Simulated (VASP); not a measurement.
## Ir: single point with r2SCAN

Crystal: Ir.

```
CELL_PARAMETERS angstrom
0.00000 1.92304 1.92304
1.92304 0.00000 1.92304
1.92304 1.92304 0.00000
ATOMIC_POSITIONS crystal
Ir 0.00000 0.00000 0.00000
```

| Quantity | Value |
| --- | --- |
| Program | VASP 6.6.1 |
| Task | single point |
| Functional | r2SCAN |
| Potentials or basis | VASP PAW PBE potentials, release 64 (Ir) |
| Cutoff | 520 eV |
| k mesh | 11 × 11 × 11 |
| Occupations | gaussian, width 0.1 eV |
| Spin | no spin polarisation |
| Dipole correction | no |
| Further INCAR settings | ALGO = Normal; EDIFF = 1e-06; NBANDS = 10 |

| Quantity | Value |
| --- | --- |
| Pressure | 2.5 GPa |
| Band gap on the k mesh | zero (an odd number of electrons rules out a gap without spin polarisation) |

Levels at points of the mesh, in eV from the Fermi level:
| k point | band 2 | band 3 | band 4 | band 5 | band 6 | band 7 |
| --- | --- | --- | --- | --- | --- | --- |
| (0.00, 0.00, 0.00) | -3.92 | -3.92 | -3.92 | -1.24 | -1.24 | 15.15 |

Run time: 43 s on 1 thread of Intel Xeon 8259CL, on a shared host, peak memory 0.13 GiB.

Caveat: the PAW data sets were made with another functional, which shifts forces and pressure a little; spin-orbit coupling is left out, which moves the levels of the heavy elements.
